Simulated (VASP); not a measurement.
Wanted: the native input for a VASP 6.6.1 run.

```
Task                   : single point
Functional             : PBEsol
Potentials or basis    : VASP PAW PBE potentials, release 64 (Y_sv, Hg)
Cutoff                 : 520 eV
k mesh                 : 12 × 12 × 12
Occupations            : gaussian, width 0.1 eV
Spin                   : no spin polarisation
Dipole correction      : no
Further INCAR settings : ALGO = Normal; EDIFF = 1e-06; NBANDS = 24
```

The structure of YHg2 lies in POSCAR:

```
YHg2
1.0
    4.8415874087      0.0000000000      0.0000000000
   -2.4207937043      4.1929376906      0.0000000000
    0.0000000000      0.0000000000      3.3971430716
Y Hg
1 2
Direct
    0.0000000000      0.0000000000      0.0000000000
    0.3333333333      0.6666666667      0.5000000000
    0.6666666667      0.3333333333      0.5000000000
```

These files were run (other wordings do the same):

INCAR

```
PREC = Accurate ; ENCUT = 520
EDIFF = 1E-6 ; ISMEAR = 0
SIGMA = 0.1 ; LREAL = F
LASPH = T ; NELM = 100
ALGO = Normal ; ISIF = 2
LWAVE = F ; LCHARG = T
GGA = PS ; LELF = T
LVHAR = T ; NBANDS = 24
```

KPOINTS

```
Automatic mesh
0
Gamma
  12 12 12
```

Potentials or basis: VASP PAW PBE potentials, release 64 (Y_sv, Hg).

Run with:

```console
$ cat potpaw_PBE.64/Y_sv/POTCAR potpaw_PBE.64/Hg/POTCAR > POTCAR
$ mpirun -np 1 vasp_std > vasp.out
```

Results of the run:

```
Pressure : 0.4 GPa
```

Caveat: the PAW data sets were made with another functional, which shifts forces and pressure a little.

Wall time 90 s on 1 thread of Intel(R) Xeon(R) Platinum 8488C (Sapphire Rapids), with other jobs on the host, peak memory 0.36 GiB.
